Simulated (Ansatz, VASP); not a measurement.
NbSi3: VASP beside Ansatz

INCAR

```
PREC = Accurate
ENCUT = 520
EDIFF = 1E-6
ISMEAR = 0
SIGMA = 0.1
LREAL = F
LASPH = T
NELM = 60
ALGO = Normal
ISIF = 2
LWAVE = F
LCHARG = F
GGA = PE
NBANDS = 20
```

KPOINTS

```
regular mesh
0
Gamma
  6 6 6
```

File POSCAR:

```
NbSi3
1.0
    3.8965648396      0.0000000000      0.0000000000
    0.0000000000      3.8965648396      0.0000000000
    0.0000000000      0.0000000000      3.8965648396
Nb Si
1 3
Direct
    0.0000000000      0.0000000000      0.0000000000
    0.0000000000      0.5000000000      0.5000000000
    0.5000000000      0.0000000000      0.5000000000
    0.5000000000      0.5000000000      0.0000000000
```

Input for Ansatz:

```yaml
crystal:
  lattice:
    - [3.8965648396, 0.0, 0.0]
    - [0.0, 3.8965648396, 0.0]
    - [0.0, 0.0, 3.8965648396]
  atoms:
    - { symbol: Nb, position: [0.0, 0.0, 0.0] }
    - { symbol: Si, position: [0.0, 0.5, 0.5] }
    - { symbol: Si, position: [0.5, 0.0, 0.5] }
    - { symbol: Si, position: [0.5, 0.5, 0.0] }
basis:
  ecutwfc: 420
kpoints:
  mp_grid: { grid: [6, 6, 6] }
hamiltonian:
  xc: pbe
scf:
  occupations: { method: gaussian, width: 0.1 }
  lower_state_search: "off"
output:
  forces: true
  stress: true
  eigenvalues: true
```

Alike in both runs: task single point; functional PBE; k mesh 6 × 6 × 6; occupations gaussian, width 0.1 eV; no spin polarisation.

```csv
,VASP,Ansatz
version,VASP 6.6.1,Ansatz 0.2.0
potentials or method,"VASP PAW PBE potentials, release 64 (Nb_sv, Si), cutoff 520 eV","scalar-relativistic, plane waves, PAW"
valence electrons in the cell,25,25
```

```csv
,VASP,Ansatz,Ansatz less VASP
gap on the k mesh at the Fermi level (eV),none,none,-
pressure (GPa),-1.1,-1.0,+0.15
```

A gap of «none» marks a metal or a gap that the smearing closes. With one functional, cell and mesh, what is left measures potentials, basis and numerics.
